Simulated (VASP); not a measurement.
# MgO (Imm2) in VASP: a series of runs, part 2 of 2

VASP 6.6.1.

## Step 5: Single point, r2SCAN (all O atoms moved +0.013 Å, as atom 2 along Cartesian [1 1 0])

POSCAR

```
MgO
1.0
    0.0000000000      2.1351500000      2.1351500000
    2.1351500000      0.0000000000      2.1351500000
    2.1351500000      2.1351500000      0.0000000000
Mg O
1 1
Direct
    0.0000000000      0.0000000000      0.0000000000
    0.5000000000      0.5000000000      0.5041396786
```

INCAR.step1

```
  PREC = Accurate
  ENCUT = 520
  ISMEAR = 0
  SIGMA = 0.05
  LREAL = F
  LASPH = T
  NELM = 100
  NBANDS = 11
  GGA = PE
  ALGO = Normal
  EDIFF = 1E-4
  LWAVE = T
  LCHARG = F
```

INCAR.step2

```
  PREC = Accurate
  ENCUT = 520
  EDIFF = 1E-7
  ISMEAR = 0
  SIGMA = 0.05
  LREAL = F
  LASPH = T
  NELM = 100
  ALGO = Normal
  ISIF = 2
  LWAVE = F
  LCHARG = F
  METAGGA = R2SCAN
  LMIXTAU = T
  NBANDS = 11
  ISTART = 1
```

KPOINTS

```
Automatic mesh
0
Gamma
  10 10 10
```

Potentials or basis: VASP PAW PBE potentials, release 64 (Mg, O).

Command:

```console
cat potpaw_PBE.64/Mg/POTCAR potpaw_PBE.64/O/POTCAR > POTCAR
cp INCAR.step1 INCAR
mpirun -np 1 vasp_std > vasp.out
cp INCAR.step2 INCAR
mpirun -np 1 vasp_std > vasp.out
```

OUTCAR:

```text
PREC = Accurate
   ENCUT = 520
   EDIFF = 1E-7
   ISMEAR = 0
   LREAL = F
   LASPH = T
   NELM = 100
   ISIF = 2
   METAGGA = R2SCAN
   ISTART = 1

 ion  position               nearest neighbor table
   1  0.000  0.000  0.000-   2 2.13   2 2.13   2 2.14   2 2.14   2 2.14   2 2.14
   2  0.500  0.500  0.504-   1 2.13   1 2.13   1 2.14   1 2.14   1 2.14   1 2.14

  LATTYP: Found a face centered cubic cell.
 ALAT       =     4.2703000000

  Lattice vectors:

 A1 = (   0.0000000000,   2.1351500000,   2.1351500000)
 A2 = (   2.1351500000,   0.0000000000,   2.1351500000)
 A3 = (   2.1351500000,   2.1351500000,   0.0000000000)

Analysis of symmetry for initial positions (statically):
=====================================================================
 Subroutine PRICEL returns:
 Original cell was already a primitive cell.

 Routine SETGRP: Setting up the symmetry group for a
 face centered cubic supercell.

 Subroutine GETGRP returns: Found  4 space group operations
 (whereof  4 operations were pure point group operations)
 out of a pool of 48 trial point group operations.

[... 163 lines left out ...]

 val. band max:        2.4806196128   @ k =   0.0000   0.0000   0.0000
 cond. band min:       7.6781881879   @ k =   0.0000   0.0000   0.0000
 fundamental gap:      5.1975685751
 Fermi energy:         2.8165846693

 k-point     1 :       0.0000    0.0000    0.0000
  band No.  band energies     occupation
      1     -15.5150      2.00000
      2       2.4803      2.00000
      3       2.4806      2.00000
      4       2.4806      2.00000
      5       7.6782      0.00000
      6      19.0698      0.00000
      7      19.0704      0.00000
      8      19.0707      0.00000
      9      23.0982      0.00000
     10      24.8228      0.00000
     11      24.8230      0.00000
[... 309 lines left out ...]
 k-point    24 :       0.1000    0.0000    0.4000
  band No.  band energies     occupation
      1     -14.5368      2.00000
      2      -1.2786      2.00000
      3       1.7083      2.00000
      4       1.8224      2.00000
      5      11.2857      0.00000
      6      15.3749      0.00000
      7      18.7489      0.00000
      8      19.9005      0.00000
      9      23.3626      0.00000
     10      25.8275      0.00000
     11      25.9949      0.00000

 [... further k-points ...]
[... 5 lines left out ...]
  --------------------------------------------------------------------------------------
  -------------------------------------------------------------------------------------
  Total       -0.9919228     -0.9919228     -0.9948336     -0.0002166      0.0000000      0.0000000
  in kB      -81.6344147    -81.6344147    -81.8739698     -0.0178234      0.0000000      0.0000000
  external PRESSURE =     -81.7142664 kB  Pullay stress =       0.0000000 kB

 VOLUME and BASIS-vectors are now :
 -----------------------------------------------------------------------------
  energy-cutoff  :      520.00
  volume of cell :       19.47
      direct lattice vectors                 reciprocal lattice vectors
     0.000000000  2.135150000  2.135150000    -0.234175585  0.234175585  0.234175585
     2.135150000  0.000000000  2.135150000     0.234175585 -0.234175585  0.234175585
     2.135150000  2.135150000  0.000000000     0.234175585  0.234175585 -0.234175585

 POSITION                                       TOTAL-FORCE (eV/Angst)
 -----------------------------------------------------------------------------------
      0.00000      0.00000      0.00000         0.039924      0.039924     -0.000000
      2.14399      2.14399      2.13515        -0.039924     -0.039924      0.000000
 -----------------------------------------------------------------------------------
    total drift:                                0.001554      0.001554     -0.000001

  FREE ENERGIE OF THE ION-ELECTRON SYSTEM (eV)
  ---------------------------------------------------
  free  energy   TOTEN  =       -16.1353822792 eV

  energy  without entropy=      -16.1353822792  energy(sigma->0) =      -16.13538228
```

OSZICAR.step1:

```text
N       E                     dE             d eps       ncg     rms          rms(c)
DAV:   1     0.132949762661E+02    0.13295E+02   -0.45587E+03  4362   0.643E+02
DAV:   2    -0.128726206054E+02   -0.26168E+02   -0.25501E+02  4286   0.132E+02
DAV:   3    -0.134643329005E+02   -0.59171E+00   -0.59132E+00  4556   0.173E+01
DAV:   4    -0.134657787839E+02   -0.14459E-02   -0.14459E-02  4092   0.981E-01
DAV:   5    -0.134657836005E+02   -0.48166E-05   -0.48166E-05  4334   0.553E-02    0.719E+00
DAV:   6    -0.119297406961E+02    0.15360E+01   -0.90970E+00  3921   0.163E+01    0.229E+00
DAV:   7    -0.119156441195E+02    0.14097E-01   -0.65574E-02  4128   0.220E+00    0.135E+00
DAV:   8    -0.119098786864E+02    0.57654E-02   -0.31065E-02  3978   0.196E+00    0.257E-01
DAV:   9    -0.119094362461E+02    0.44244E-03   -0.65393E-04  4284   0.179E-01    0.144E-01
DAV:  10    -0.119094059220E+02    0.30324E-04   -0.55433E-04  4005   0.175E-01
   1 F= -.11909406E+02 E0= -.11909406E+02  d E =-.235485E-23
```

Wall time 54 s (1 thread of Intel Xeon 6975P-C (Granite Rapids), shared host); peak memory 0.17 GiB.

Results:

- Free energy: -16.1354 eV
- Pressure: -8.2 GPa
- Largest force: 0.056 eV/Å
- Band gap on the k mesh: 5.20 eV, direct

Forces on the atoms (eV/Å):
```
Mg   0.040  0.040  0.000
O   -0.040 -0.040  0.000
```

Levels at points of the mesh, in eV from the valence-band top:
```csv
k point,band 1,band 2,band 3,band 4,band 5,band 6,band 7,band 8
"(0.00, 0.00, 0.00)",-18.00,0.00,0.00,0.00,5.20,16.59,16.59,16.59
"(0.50, 0.00, 0.00)",-16.85,-4.43,-0.63,-0.63,8.53,13.32,16.99,16.99
"(0.00, 0.00, 0.50)",-16.85,-4.43,-0.63,-0.63,8.53,13.32,16.99,16.99
"(0.50, 0.50, 0.00)",-16.61,-3.93,-1.32,-1.32,9.97,10.60,13.83,19.72
"(0.00, 0.50, 0.50)",-16.61,-3.93,-1.32,-1.32,9.97,10.60,13.83,19.72
```

Caveat: the cell differs from its parent crystal (all O atoms moved +0.013 Å, as atom 2 along Cartesian [1 1 0]); the PAW data sets were made with another functional, which shifts forces and pressure a little.
